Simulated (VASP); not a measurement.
TaN, 6 atoms in the cell. The structure is hexagonal, space group P-62m (No. 189). Conventional cell: a = 5.196 Å, b = 5.196 Å, c = 2.911 Å, α = 90.00°, β = 90.00°, γ = 120.00°. Within 3.0 Å of Ta (site symmetry -6) lie 6 N at 2.16 Å and 5 Ta at 2.91 to 3.00 Å. Within 2.7 Å of Ta (site symmetry -62m) lie 3 N at 2.04 Å. Within 3.0 Å of N (site symmetry m2m) lie 5 Ta at 2.04 to 2.16 Å and 6 N at 2.77 to 2.91 Å. 

```yaml
Program: VASP 6.6.1
Task: single point
Functional: PBEsol
Potentials_or_basis: VASP PAW PBE potentials, release 64 (Ta_pv, N)
Cutoff: 520 eV
k_mesh: 4 × 4 × 6
Occupations: gaussian, width 0.05 eV
Spin: collinear spin
Starting_moments: "[2.0, 2.0, 2.0, 0.0, 0.0, 0.0] μB"
Hubbard_terms: Ta d U = 5.0 eV
Dipole_correction: no
Further_INCAR_settings: ALGO = Normal; EDIFF = 1e-06; NBANDS = 37
```

Potentials or basis: VASP PAW PBE potentials, release 64 (Ta_pv, N).

Launch:

```console
$ cat potpaw_PBE.64/Ta_pv/POTCAR potpaw_PBE.64/N/POTCAR > POTCAR
$ mpirun -np 1 vasp_std > vasp.out
```

Hardware: 1 thread of Intel(R) Xeon(R) 6975P-C (Granite Rapids) (shared host).

**Question.** How long does it take, and how much memory?

**Answer.** It took 36 s on 1 thread of Intel(R) Xeon(R) 6975P-C (Granite Rapids), with other jobs on the host, peak memory 0.25 GiB. Counts: scf iterations 16, k points 16.
